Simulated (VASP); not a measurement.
Crystal: SrCl2.

```
Sr Cl
1.0
     0.00000    3.52061    3.52061
     3.52061    0.00000    3.52061
     3.52061    3.52061    0.00000
Sr Cl
1 2
Direct
  0.00000 0.00000 0.00000
  0.25000 0.25000 0.25000
  0.75000 0.75000 0.75000
```

Base run:

| Item | Value |
| --- | --- |
| Program | VASP 6.6.1 |
| Functional | r2SCAN |
| Potentials or basis | VASP PAW PBE potentials, release 64 (Sr_sv, Cl) |
| Cutoff | 520 eV |
| k mesh | 8 × 8 × 8 |
| Occupations | gaussian, width 0.05 eV |
| Spin | no spin polarisation |

Its results: band gap on the k mesh 5.86 eV, indirect (least direct gap 6.00 eV); pressure -0.7 GPa.

Problem. The run is repeated on the same cell with these changes: functional from r2SCAN to PBE. What comes out?

Solution. Band gap on the k mesh 5.23 eV, indirect (least direct gap 5.52 eV); pressure 0.1 GPa.

r2SCAN gives the wider gap, since meta-GGAs in the generalised Kohn-Sham scheme recover part of the derivative discontinuity.

Caveats: the PAW data sets were made with another functional, which shifts forces and pressure a little (some runs).

A k mesh can miss the band edges.
